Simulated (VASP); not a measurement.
Input of a VASP 6.6.1 run:

File INCAR:

```
PREC = Accurate
ENCUT = 520
EDIFF = 1E-7
ISMEAR = 0
SIGMA = 0.1
LREAL = False
LASPH = True
NELM = 80
ALGO = Normal
ISIF = 2
LWAVE = False
LCHARG = False
GGA = PE
NBANDS = 32
```

The input KPOINTS:

```
regular mesh
0
Gamma
  6 6 4
```

File POSCAR:

```
Sn3Br
1.0
    6.7951636937      0.0000000043      0.0000000000
   -3.3975818505      5.8847843795      0.0000000000
    0.0000000000      0.0000000000      2.9482659082
Sn Br
3 1
Direct
    0.5000000000      0.0000000000      0.0000000000
    0.0000000000      0.5000000000      0.0000000000
    0.5000000000      0.5000000000      0.0000000000
    0.0000000000      0.0000000000      0.0000000000
```

Potentials or basis: VASP PAW PBE potentials, release 64 (Sn_d, Br).

Command:

```console
$ cat potpaw_PBE.64/Sn_d/POTCAR potpaw_PBE.64/Br/POTCAR > POTCAR
$ mpirun -np 1 vasp_std > vasp.out
```

Problem. Estimate the pressure.

Solution. -0.1 GPa.

Stress tensor (GPa, compression positive):
```
 0.03  0.00  0.00
 0.00  0.03  0.00
 0.00  0.00 -0.35
```

Caveat: the k points lie up to 0.53 Å⁻¹ apart; an odd number of electrons without spin polarisation forces a metal; a magnetic or distorted state may lie lower.
